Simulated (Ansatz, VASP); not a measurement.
SiO2 in VASP and in Ansatz

File POSCAR:

```
SiO2
1.0
    4.5334162415     -5.0781552811      0.0000000000
    4.5334162415      5.0781552811      0.0000000000
    0.0000000000      0.0000000000      8.9570384625
Si O
8 16
Direct
    0.3052533338      0.0348816137      0.9079587736
    0.4651183863      0.1947466662      0.5920412264
    0.0348816137      0.3052533338      0.0920412264
    0.1947466662      0.4651183863      0.4079587736
    0.9651183863      0.6947466662      0.9079587736
    0.6947466662      0.9651183863      0.0920412264
    0.8052533338      0.5348816137      0.5920412264
    0.5348816137      0.8052533338      0.4079587736
    0.8206918439      0.8206918439      0.0000000000
    0.6350346497      0.8649653503      0.2500000000
    0.6793081561      0.6793081561      0.5000000000
    0.3249187190      0.6750812810      0.3805931656
    0.1350346497      0.3649653503      0.2500000000
    0.8649653503      0.6350346497      0.7500000000
    0.1793081561      0.1793081561      0.0000000000
    0.3649653503      0.1350346497      0.7500000000
    0.0000000000      0.5000000000      0.0000000000
    0.1750812810      0.8249187190      0.8805931656
    0.6750812810      0.3249187190      0.6194068344
    0.8249187190      0.1750812810      0.1194068344
    0.3206918439      0.3206918439      0.5000000000
    0.5000000000      0.0000000000      0.0000000000
    0.0000000000      0.5000000000      0.5000000000
    0.5000000000      0.0000000000      0.5000000000
```

Contents of INCAR.step1:

```
PREC     = Accurate       # precision mode
ENCUT    = 520            # plane-wave cutoff, eV
ISMEAR   = 0              # smearing method
SIGMA    = 0.02           # smearing width, eV
LREAL    = Auto         
LASPH    = T              # aspherical terms in the spheres
NELM     = 60             # most SCF steps
NBANDS   = 82             # bands
GGA      = PE             # functional
ALGO     = Normal         # electronic algorithm
EDIFF    = 1E-4           # SCF threshold, eV
LWAVE    = T              # write WAVECAR
LCHARG   = F              # write CHGCAR
```

File INCAR.step2:

```
PREC     = Accurate       # precision mode
ENCUT    = 520            # plane-wave cutoff, eV
EDIFF    = 1E-7           # SCF threshold, eV
ISMEAR   = 0              # smearing method
SIGMA    = 0.02           # smearing width, eV
LREAL    = Auto         
LASPH    = T              # aspherical terms in the spheres
NELM     = 60             # most SCF steps
ALGO     = Normal         # electronic algorithm
ISIF     = 2              # what is computed and relaxed
LWAVE    = F              # write WAVECAR
LCHARG   = F              # write CHGCAR
METAGGA  = R2SCAN         # meta-GGA
LMIXTAU  = T            
NBANDS   = 82             # bands
ISTART   = 1
```

Contents of KPOINTS:

```
regular mesh
0
Gamma
  4 4 4
```

Input for Ansatz:

```yaml
crystal:
  lattice:
    - [4.5334162415, -5.0781552811, 0.0]
    - [4.5334162415, 5.0781552811, 0.0]
    - [0.0, 0.0, 8.9570384625]
  atoms:
    - { symbol: Si, position: [0.3052533338, 0.0348816137, 0.9079587736] }
    - { symbol: Si, position: [0.4651183863, 0.1947466662, 0.5920412264] }
    - { symbol: Si, position: [0.0348816137, 0.3052533338, 0.0920412264] }
    - { symbol: Si, position: [0.1947466662, 0.4651183863, 0.4079587736] }
    - { symbol: Si, position: [0.9651183863, 0.6947466662, 0.9079587736] }
    - { symbol: Si, position: [0.6947466662, 0.9651183863, 0.0920412264] }
    - { symbol: Si, position: [0.8052533338, 0.5348816137, 0.5920412264] }
    - { symbol: Si, position: [0.5348816137, 0.8052533338, 0.4079587736] }
    - { symbol: O, position: [0.8206918439, 0.8206918439, 0.0] }
    - { symbol: O, position: [0.6350346497, 0.8649653503, 0.25] }
    - { symbol: O, position: [0.6793081561, 0.6793081561, 0.5] }
    - { symbol: O, position: [0.324918719, 0.675081281, 0.3805931656] }
    - { symbol: O, position: [0.1350346497, 0.3649653503, 0.25] }
    - { symbol: O, position: [0.8649653503, 0.6350346497, 0.75] }
    - { symbol: O, position: [0.1793081561, 0.1793081561, 0.0] }
    - { symbol: O, position: [0.3649653503, 0.1350346497, 0.75] }
    - { symbol: O, position: [0.0, 0.5, 0.0] }
    - { symbol: O, position: [0.175081281, 0.824918719, 0.8805931656] }
    - { symbol: O, position: [0.675081281, 0.324918719, 0.6194068344] }
    - { symbol: O, position: [0.824918719, 0.175081281, 0.1194068344] }
    - { symbol: O, position: [0.3206918439, 0.3206918439, 0.5] }
    - { symbol: O, position: [0.5, 0.0, 0.0] }
    - { symbol: O, position: [0.0, 0.5, 0.5] }
    - { symbol: O, position: [0.5, 0.0, 0.5] }
basis:
  ecutwfc: 500
kpoints:
  mp_grid: { grid: [4, 4, 4] }
hamiltonian:
  xc: r2scan
scf:
  occupations: { method: gaussian, width: 0.02 }
output:
  forces: false
  stress: false
  eigenvalues: true
  eigenstates:
    kpoints:
      - [0.0, 0.0, 0.0]
      - [0.014430312, 0.014430312, 0.0]
      - [-0.014430312, -0.014430312, 0.0]
      - [-0.01616427, 0.01616427, 0.0]
      - [0.01616427, -0.01616427, 0.0]
      - [0.0, 0.0, 0.028511139]
      - [0.0, 0.0, -0.028511139]
      - [-0.001226094, 0.021633637, 0.0]
      - [0.001226094, -0.021633637, 0.0]
      - [0.010203772, 0.010203772, 0.02016042]
      - [-0.010203772, -0.010203772, -0.02016042]
      - [-0.011429865, 0.011429865, 0.02016042]
      - [0.011429865, -0.011429865, -0.02016042]
      - [-0.001001101, 0.01766379, 0.016460914]
      - [0.001001101, -0.01766379, -0.016460914]
      - [0.0, 0.0, 0.0]
      - [0.014430312, 0.014430312, 0.0]
      - [-0.014430312, -0.014430312, 0.0]
      - [-0.01616427, 0.01616427, 0.0]
      - [0.01616427, -0.01616427, 0.0]
      - [0.0, 0.0, 0.028511139]
      - [0.0, 0.0, -0.028511139]
      - [-0.001226094, 0.021633637, 0.0]
      - [0.001226094, -0.021633637, 0.0]
      - [0.010203772, 0.010203772, 0.02016042]
      - [-0.010203772, -0.010203772, -0.02016042]
      - [-0.011429865, 0.011429865, 0.02016042]
      - [0.011429865, -0.011429865, -0.02016042]
      - [-0.001001101, 0.01766379, 0.016460914]
      - [0.001001101, -0.01766379, -0.016460914]
    e_range: [-7.616566, 7.616566]
checkpoint:
  read: start.run
  write: ck
  compress: false
  write_wavefunctions: false
  write_every: 100000
```

Alike in both runs: task single point; functional r2SCAN; k mesh 4 × 4 × 4; occupations gaussian, width 0.02 eV; no spin polarisation.

|  | VASP | Ansatz |
| --- | --- | --- |
| version | VASP 6.6.1 | Ansatz 0.2.0 |
| potentials or method | VASP PAW PBE potentials, release 64 (Si, O), cutoff 520 eV | scalar-relativistic, plane waves, PAW |
| valence electrons in the cell | 128 | 128 |

|  | VASP | Ansatz | Ansatz less VASP |
| --- | --- | --- | --- |
| gap on the k mesh at the Fermi level (eV) | 6.11 | 6.12 | +0.006 |
| least direct gap on the mesh (eV) | 6.11 | 6.12 | +0.006 |

VASP's potentials were made for PBE, not for r2SCAN.
